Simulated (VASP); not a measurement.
Set up this calculation in VASP 6.6.1, as the native input.

```yaml
Task: relaxation of cell and atoms
Functional: PBE
Potentials_or_basis: VASP PAW PBE potentials, release 64 (Zr_sv, Ta_pv, N)
Cutoff: 600 eV
k_mesh: 12 × 12 × 4
Occupations: gaussian, width 0.1 eV
Spin: no spin polarisation
Dipole_correction: no
Further_INCAR_settings: ALGO = Normal; EDIFF = 1e-07; IBRION = 2; EDIFFG = -0.001; NSW = 80; ISIF = 3
```

The structure of ZrTa3N4 lies in POSCAR:

```
ZrTa3N4
1.0
    2.9873676099      0.0000000000      0.0000000000
   -1.4936838050      2.5871362406      0.0000000000
    0.0000000000      0.0000000000     11.6370042716
Zr Ta N
1 3 4
Direct
    0.0000000000      0.0000000000      0.0000000000
    0.0000000000      0.0000000000      0.5000000000
    0.0000000000      0.0000000000      0.7481009691
    0.0000000000      0.0000000000      0.2518990309
    0.3333333333      0.6666666667      0.6231961211
    0.3333333333      0.6666666667      0.3768038789
    0.3333333333      0.6666666667      0.8661173632
    0.3333333333      0.6666666667      0.1338826368
```

One way to write it, as run:

INCAR

```
SYSTEM = ZrTa3N4
PREC = Accurate
ENCUT = 600
EDIFF = 1E-7
ISMEAR = 0
SIGMA = 0.1
LREAL = .False.
LASPH = .True.
NELM = 100
ALGO = Normal
ISIF = 3
LWAVE = .False.
LCHARG = .False.
GGA = PE
IBRION = 2
NSW = 80
EDIFFG = -0.001
```

KPOINTS

```
Automatic mesh
0
Gamma
  12 12 4
  0 0 0
```

Potentials or basis: VASP PAW PBE potentials, release 64 (Zr_sv, Ta_pv, N).

Launch:

```sh
$ cat potpaw_PBE.64/Zr_sv/POTCAR potpaw_PBE.64/Ta_pv/POTCAR potpaw_PBE.64/N/POTCAR > POTCAR
$ mpirun -np 1 vasp_std > vasp.out
```

Results of the run:

The relaxed volume is 11.26 Å³/atom. The relaxed cell is a = 2.989 Å, b = 2.989 Å, c = 11.642 Å, α = 90.00°, β = 90.00°, γ = 120.00°. The space group after relaxing (to 0.1 Å) is P-6m2 (No. 187). The energy gained by relaxing is 0.0 meV/atom and the ionic steps are 15. The pressure after relaxing is 0.0 GPa and the band gap on the k mesh is zero (an odd number of electrons rules out a gap without spin polarisation).

Caveat: spin-orbit coupling is left out, which moves the levels of the heavy elements.

Wall time 14 min on 1 thread of Intel(R) Xeon(R) 6975P-C (Granite Rapids), with other jobs on the host, peak memory 0.38 GiB.
